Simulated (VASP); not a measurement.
# SiO2: electric field gradients with PBE

Crystal: SiO2.

```xyz
12
Lattice="4.9780 0.0000 0.0000 0.0000 4.9780 0.0000 0.0000 0.0000 6.9480" Properties=species:S:1:pos:R:3 pbc="T T T"
Si    1.4936    1.4936    0.0000
Si    0.9954    3.9826    1.7370
Si    3.4844    3.4844    3.4740
Si    3.9826    0.9954    5.2110
O     1.1935    0.5139    1.2398
O     1.9751    3.6825    2.9768
O     3.7845    4.4641    4.7138
O     3.0029    1.2955    6.4508
O     3.6825    1.9751    3.9712
O     4.4641    3.7845    2.2342
O     1.2955    3.0029    0.4972
O     0.5139    1.1935    5.7082
```

| Item | Value |
| --- | --- |
| Program | VASP 6.6.1 |
| Task | electric field gradients |
| Functional | PBE |
| Potentials or basis | VASP PAW PBE potentials, release 64 (Si, O) |
| Cutoff | 520 eV |
| k mesh | 6 × 6 × 5 |
| Occupations | fermi-dirac, width 0.02 eV |
| Spin | no spin polarisation |
| Dipole correction | no |
| Further INCAR settings | ALGO = Normal; EDIFF = 1e-08; NBANDS = 44 |

The pressure is 7.0 GPa. The largest force is 0.437 eV/Å and the band gap on the k mesh is 5.78 eV. The largest electric field gradient by atom is Si -5.6; O +87.0 V/Å².

Forces on the atoms (eV/Å):
```
Si  -0.137 -0.137  0.000
Si   0.137 -0.137  0.000
Si   0.137  0.137  0.000
Si  -0.137  0.137  0.000
O   -0.034  0.363  0.241
O   -0.363 -0.034  0.241
O    0.034 -0.363  0.241
O    0.363  0.034  0.241
O   -0.034 -0.363 -0.241
O   -0.363  0.034 -0.241
O    0.034  0.363 -0.241
O    0.363 -0.034 -0.241
```

Stress tensor (GPa, compression positive):
```
7.27 0.00 0.00
0.00 7.27 0.00
0.00 0.00 6.54
```

Levels at points of the mesh, in eV from the valence-band top:
```
           k point  band 30  band 31  band 32  band 33  band 34  band 35
(0.00, 0.00, 0.00)    -0.27    -0.27     0.00     5.78     8.86     8.86
(0.50, 0.00, 0.00)    -0.66    -0.47    -0.47     7.82     7.82     9.31
(0.50, 0.50, 0.00)    -0.61    -0.56    -0.56     8.77     8.77     8.92
```

Electric field gradients, principal values (V/Å²):
```csv
atom,least,middle,greatest (by size)
1 Si,0.531,5.033,-5.563
2 Si,0.531,5.033,-5.563
3 Si,0.531,5.033,-5.563
4 Si,0.531,5.033,-5.563
5 O,-37.166,-49.868,87.034
6 O,-37.166,-49.868,87.034
7 O,-37.166,-49.868,87.034
8 O,-37.166,-49.868,87.034
9 O,-37.166,-49.868,87.034
10 O,-37.166,-49.868,87.034
11 O,-37.166,-49.868,87.034
12 O,-37.166,-49.868,87.034
```

Run time: 6.6 min on 1 thread of Intel Xeon 8259CL (shared host), peak memory 0.35 GiB.

Caveat: the cell stands under pressure; without QUAD_EFG the Cq values of the log hold for a quadrupole moment of 1 mb, not for the nuclei; an odd mesh through Γ misses points on the zone boundary, where band edges can lie.
